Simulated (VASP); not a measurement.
A run of VASP 6.6.1:

Contents of INCAR:

```
SYSTEM = Be
PREC = Accurate
ENCUT = 520
EDIFF = 1E-6
ISMEAR = -1
SIGMA = 0.1
LREAL = .FALSE.
LASPH = .TRUE.
NELM = 60
ALGO = Normal
ISIF = 2
LWAVE = .FALSE.
LCHARG = .FALSE.
GGA = PE
NBANDS = 7
```

The input KPOINTS:

```
regular mesh
0
G
  28 28 28
  0 0 0
```

POSCAR

```
Be
1.0
    0.0000000000      1.5578489680      1.5578489680
    1.5578489680      0.0000000000      1.5578489680
    1.5578489680      1.5578489680      0.0000000000
Be
1
Direct
    0.0000000000      0.0000000000      0.0000000000
```

Potentials or basis: VASP PAW PBE potentials, release 64 (Be).

Launch:

```console
$ cat potpaw_PBE.64/Be/POTCAR > POTCAR
$ mpirun -np 1 vasp_std > vasp.out
```

Hardware: 1 thread of Intel(R) Xeon(R) Platinum 8488C (Sapphire Rapids), with other jobs on the host.

Problem. How long does it take, and how much memory?

Solution. Run time: 6.4 s on 1 thread of Intel(R) Xeon(R) Platinum 8488C (Sapphire Rapids), with other jobs on the host, peak memory 0.13 GiB. Counts: scf iterations 8, k points 624.
